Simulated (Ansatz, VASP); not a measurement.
**Two plane-wave programs on GeN2**

```
Ge N
1.0
     3.12839    0.00000    0.00000
    -1.56419    2.70927    0.00000
     0.00000    0.00000   37.90309
Ge N
2 4
Cartesian
  1.5642 0.9031 8.9748
  0.0000 0.0000 13.0252
  0.0000 0.0000 11.0907
  0.0000 1.8062 8.4360
  1.5642 0.9031 10.9093
  0.0000 1.8062 13.5640
```

Alike in both runs: functional PBE; dispersion D3(BJ); k mesh 6 × 6 × 1; occupations gaussian, width 0.1 eV; no spin polarisation.

Ansatz relaxed the structure, and its values are those at the end. VASP's run is a single point on that final structure, the one shown.

```csv
,VASP,Ansatz
version,VASP 6.6.1,Ansatz 0.2.0
potentials or method,"VASP PAW PBE potentials, release 64 (Ge_d, N), cutoff 520 eV","scalar-relativistic, plane waves, PAW"
valence electrons in the cell,48,48
```

|  | VASP | Ansatz | Ansatz less VASP |
| --- | --- | --- | --- |
| gap on the k mesh at the Fermi level (eV) | none | none | - |
| rms of the force components (eV/Å) | 0.010 | 0.001 | -0.0093 |

A gap of «none» marks a metal or a gap that the smearing closes. Ansatz's warnings: dispersion switch in reach, slab cell height set, structure snapped to symmetry.

The k mesh is coarse, so the values compare programs but aren't converged.
